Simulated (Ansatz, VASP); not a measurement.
Two plane-wave programs on C

```xyz
12
Lattice="2.4921 0.0000 0.0000 -1.2461 2.1583 0.0000 0.0000 0.0000 12.7015" Properties=species:S:1:pos:R:3 pbc="T T T"
C     0.0000    0.0000    2.3734
C     0.0000    0.0000    8.7242
C     0.0000    0.0000    3.9773
C     0.0000    0.0000   10.3281
C     0.0000    1.4388    6.6146
C     1.2461    0.7194    0.2638
C     0.0000    1.4388   12.4377
C     1.2461    0.7194    6.0869
C     0.0000    1.4388    8.1932
C     1.2461    0.7194    1.8425
C     0.0000    1.4388   10.8590
C     1.2461    0.7194    4.5083
```

Alike in both runs: task single point; functional LDA; k mesh 12 × 12 × 2; occupations gaussian, width 0.05 eV; no spin polarisation.

```csv
,VASP,Ansatz
version,VASP 6.6.1,Ansatz 0.2.0
potentials or method,"VASP PAW LDA potentials, release 64 (C), cutoff 520 eV","scalar-relativistic, plane waves, PAW"
valence electrons in the cell,48,48
```

|  | VASP | Ansatz | Ansatz less VASP |
| --- | --- | --- | --- |
| gap on the k mesh at the Fermi level (eV) | 4.49 | 4.49 | +0.007 |
| least direct gap on the mesh (eV) | 4.66 | 4.66 | 0.000 |
| pressure (GPa) | -12.3 | -13.9 | -1.54 |
| traceless stress, the component that is largest in VASP (GPa) | -24.84 | -24.70 | +0.137 |
| rms of the force components (eV/Å) | 0.017 | 0.019 | +0.0019 |

Ansatz warns that its potentials were made for another functional, while VASP's fit it. LDA's correlation is that of Perdew and Zunger in VASP and of Perdew and Wang (1992) in Ansatz. Atom by atom the forces differ by 0.008 eV/Å (rms over components).
